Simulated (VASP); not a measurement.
Set up this calculation in VASP 6.6.1, as the native input.

- Task: single point
- Functional: PBEsol
- Potentials or basis: VASP PAW PBE potentials, release 64 (Fe, Si)
- Cutoff: 520 eV
- k mesh: 16 × 16 × 8
- Occupations: gaussian, width 0.1 eV
- Spin: no spin polarisation
- Dipole correction: no
- Further INCAR settings: ALGO = Normal; EDIFF = 1e-07; NBANDS = 15

The structure of FeSi2 lies in POSCAR:

```
FeSi2
1.0
    2.6455110317      0.0000000000      0.0000000000
    0.0000000000      2.6455110317      0.0000000000
    0.0000000000      0.0000000000      5.0690644838
Fe Si
1 2
Direct
    0.0000000000      0.0000000000      0.0000000000
    0.5000000000      0.5000000000      0.2728531388
    0.5000000000      0.5000000000      0.7271468612
```

This cell differs from its parent crystal: volume scaled by 0.97, then relaxed in part.

These files were run (other wordings do the same):

INCAR

```
SYSTEM = FeSi2
  ALGO = Normal
  EDIFF = 1E-7
  ENCUT = 520
  GGA = PS
  ISIF = 2
  ISMEAR = 0
  LASPH = .True.
  LCHARG = .True.
  LELF = .True.
  LREAL = .False.
  LVHAR = .True.
  LWAVE = .False.
  NBANDS = 15
  NELM = 100
  PREC = Accurate
  SIGMA = 0.1
```

KPOINTS

```
k-points
0
Gamma
  16 16 8
  0 0 0
```

Potentials or basis: VASP PAW PBE potentials, release 64 (Fe, Si).

The run is started by

```bash
$ cat potpaw_PBE.64/Fe/POTCAR potpaw_PBE.64/Si/POTCAR > POTCAR
$ mpirun -np 1 vasp_std > vasp.out
```

Results of the run:

The pressure is 6.9 GPa and the largest force is 0.025 eV/Å. The band gap on the k mesh is zero (band 8 reaches 10.68 eV, above the bottom of band 9 at 10.23 eV).

Caveat: the PAW data sets were made with another functional, which shifts forces and pressure a little.

It used 64 s of CPU time on 1 thread of Intel Xeon 6975P-C, on a shared host.
